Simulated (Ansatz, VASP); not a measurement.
**AlGa2P3 in VASP and in Ansatz**

```
Al Ga P
1.0
    -1.94769    1.94769    8.25572
     1.94769   -1.94769    8.25572
     1.94769    1.94769   -8.25572
Al Ga P
1 2 3
Cartesian
  0.0000 0.0000 8.2557
  0.0000 0.0000 13.7593
  0.0000 0.0000 2.7521
  1.9477 0.0000 6.8857
  1.9477 0.0000 1.3700
  0.0000 1.9477 4.1279
```

Alike in both runs: functional PBE; k mesh 10 × 10 × 10; no spin polarisation.

Ansatz relaxed the structure, and its values are those at the end. VASP's run is a single point on that final structure, the one shown.

|  | VASP | Ansatz |
| --- | --- | --- |
| version | VASP 6.6.1 | Ansatz 0.2.0 |
| potentials or method | VASP PAW PBE potentials, release 64 (Al, Ga_d, P), cutoff 520 eV | scalar-relativistic, plane waves, PAW |
| occupations | gaussian, width 0.01 eV | fixed |
| valence electrons in the cell | 44 | 44 |

```tsv
	VASP	Ansatz	Ansatz less VASP
gap on the k mesh at the Fermi level (eV)	1.68	1.68	+0.001
least direct gap on the mesh (eV)	1.78	1.78	+0.003
pressure (GPa)	0.0	0.0	+0.05
```
